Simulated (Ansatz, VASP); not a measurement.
## One calculation of Cu, two programs

```xyz
6
Lattice="2.4947 0.0000 0.0000 -1.2474 2.1605 0.0000 0.0000 0.0000 24.5693" Properties=species:S:1:pos:R:3 pbc="T T T"
Cu    0.0000    0.0000    9.1847
Cu    1.2474    0.7202    7.1250
Cu    0.0000    1.4403   11.2509
Cu    0.0000    0.0000   15.3847
Cu    1.2474    0.7202   13.3184
Cu    0.0000    1.4403   17.4443
```

Alike in both runs: functional PBEsol; k mesh 18 × 18 × 2; occupations gaussian, width 0.1 eV; no spin polarisation.

Ansatz relaxed the structure, and its values are those at the end. VASP's run is a single point on that final structure, the one shown.

|  | VASP | Ansatz |
| --- | --- | --- |
| version | VASP 6.6.1 | Ansatz 0.2.0 |
| potentials or method | VASP PAW PBE potentials, release 64 (Cu), cutoff 520 eV | scalar-relativistic, plane waves, PAW |
| valence electrons in the cell | 66 | 114 |

|  | VASP | Ansatz | Ansatz less VASP |
| --- | --- | --- | --- |
| gap on the k mesh at the Fermi level (eV) | none | none | - |
| rms of the force components (eV/Å) | 0.008 | 0.000 | -0.0079 |

VASP's potentials were made for PBE, not for PBEsol. A gap of «none» marks a metal or a gap that the smearing closes. VASP's potentials hold 66 valence electrons a cell and Ansatz's 114, so a difference there can come from the potentials and not from the codes.
